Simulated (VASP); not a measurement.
A run of VASP 6.6.1 is set up as follows.

The input INCAR:

```
SYSTEM = Pb
  PREC = Accurate
  ENCUT = 520
  EDIFF = 1E-7
  ISMEAR = -1
  SIGMA = 0.05
  LREAL = .FALSE.
  LASPH = .TRUE.
  NELM = 80
  ALGO = Normal
  ISIF = 2
  LWAVE = .FALSE.
  LCHARG = .TRUE.
  GGA = PS
  LELF = .TRUE.
  LVHAR = .TRUE.
  NBANDS = 21
```

KPOINTS

```
regular mesh
0
G
  7 7 7
  0 0 0
```

POSCAR

```
Pb
1.0
    0.0000000000      3.4842552460      3.4842552460
    3.4842552460      0.0000000000      3.4842552460
    3.4842552460      3.4842552460      0.0000000000
Pb
2
Direct
    0.2500000000      0.2500000000      0.2500000000
    0.0000000000      0.0000000000      0.0000000000
```

Potentials or basis: VASP PAW PBE potentials, release 64 (Pb_d).

Run with:

```bash
$ cat potpaw_PBE.64/Pb_d/POTCAR > POTCAR
$ mpirun -np 1 vasp_std > vasp.out
```

(1) What does it give for the pressure?

(2) Predict the band gap on the k mesh.

## Answers

(1) -0.8 GPa.

(2) zero (bands 14 and 15 overlap by 1.05 eV).

Caveat: the PAW data sets were made with another functional, which shifts forces and pressure a little; spin-orbit coupling is left out, which moves the levels of the heavy elements.
